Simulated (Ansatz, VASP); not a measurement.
## One calculation of P, two programs

```
P
1.0
     1.72573    0.99635    3.12968
    -1.72573    0.99635    3.12968
     0.00000   -1.99270    3.12968
P
2
Direct
  0.76363 0.77121 0.76339
  0.22196 0.22899 0.22684
```

Change from the starting cell: atoms moved at random, drawn with an rms of 0.05 Å.

Alike in both runs: task single point; functional PBEsol; k mesh 9 × 9 × 9; occupations fermi-dirac, width 0.05 eV; no spin polarisation.

```csv
,VASP,Ansatz
version,VASP 6.6.1,Ansatz 0.2.0
potentials or method,"VASP PAW PBE potentials, release 64 (P), cutoff 520 eV","all-electron LAPW, scalar-relativistic"
```

Ansatz gave:

* gap on the k mesh at the Fermi level (eV): none
* pressure (GPa): -3.4
* traceless stress, the component that is largest in VASP (GPa): -1.61
* rms of the force components (eV/Å): 0.099

**Question.** What did VASP give for the same quantities?

**Answer.** gap on the k mesh at the Fermi level (eV): none; pressure (GPa): -3.4; traceless stress, the component that is largest in VASP (GPa): -1.53; rms of the force components (eV/Å): 0.112.

VASP's potentials were made for PBE, not for PBEsol. Atom by atom the forces differ by 0.013 eV/Å (rms over components). A gap of «none» marks a metal or a gap that the smearing closes. Ansatz ran all-electron here, and VASP with PAW potentials.
